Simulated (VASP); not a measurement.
GaN:

```xyz
2
Lattice="0.0000 2.1352 2.1352 2.1352 0.0000 2.1352 2.1352 2.1352 0.0000" Properties=species:S:1:pos:R:3 pbc="T T T"
Ga    0.0000    0.0000    0.0000
N     2.1352    2.1352    2.1352
```

Base run:

```yaml
Program: VASP 6.6.1
Functional: PBEsol
Potentials_or_basis: VASP PAW PBE potentials, release 64 (Ga_d, N)
Cutoff: 520 eV
k_mesh: 8 × 8 × 8
Occupations: fermi-dirac, width 0.05 eV
Spin: non-collinear spin, zero start, spin-orbit coupling
Starting_moments: "[[0.0, 0.0, 0.0], [0.0, 0.0, 0.0]] μB"
```

Its results: pressure -7.2 GPa; net moment 0.00 μB per cell.

The run is repeated on the same cell with these changes: functional from PBEsol to LDA; potentials or basis from VASP PAW PBE potentials, release 64 (Ga_d, N) to VASP PAW LDA potentials, release 64 (Ga_d, N). What comes out?

Pressure -12.5 GPa; net moment 0.00 μB per cell.

Caveats: the cell stands under tension; the PAW data sets were made with another functional, which shifts forces and pressure a little (at least some runs).
